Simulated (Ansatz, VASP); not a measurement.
**Na4I: VASP beside Ansatz**

```
Na I
1.0
     5.15920    0.00000    0.00000
     0.00000    5.15920    0.00000
     0.00000    0.00000    5.15920
Na I
4 1
Direct
  0.50000 0.00000 0.00000
  0.00000 0.50000 0.00000
  0.00000 0.00000 0.50000
  0.00000 0.00000 0.00000
  0.50000 0.50000 0.50000
```

Alike in both runs: task single point; functional PBE; k mesh 4 × 4 × 4; occupations gaussian, width 0.1 eV; no spin polarisation.

|  | VASP | Ansatz |
| --- | --- | --- |
| version | VASP 6.6.1 | Ansatz 0.2.0 |
| potentials or method | VASP PAW PBE potentials, release 64 (Na_pv, I), cutoff 520 eV | scalar-relativistic, plane waves, PAW |
| valence electrons in the cell | 35 | 53 |

|  | VASP | Ansatz | Ansatz less VASP |
| --- | --- | --- | --- |
| gap on the k mesh at the Fermi level (eV) | none | none | - |
| pressure (GPa) | 6.9 | 6.9 | -0.01 |

A gap of «none» marks a metal or a gap that the smearing closes. VASP's potentials hold 35 valence electrons a cell and Ansatz's 53, so a difference there can come from the potentials and not from the codes.

Spin-orbit coupling is off throughout.
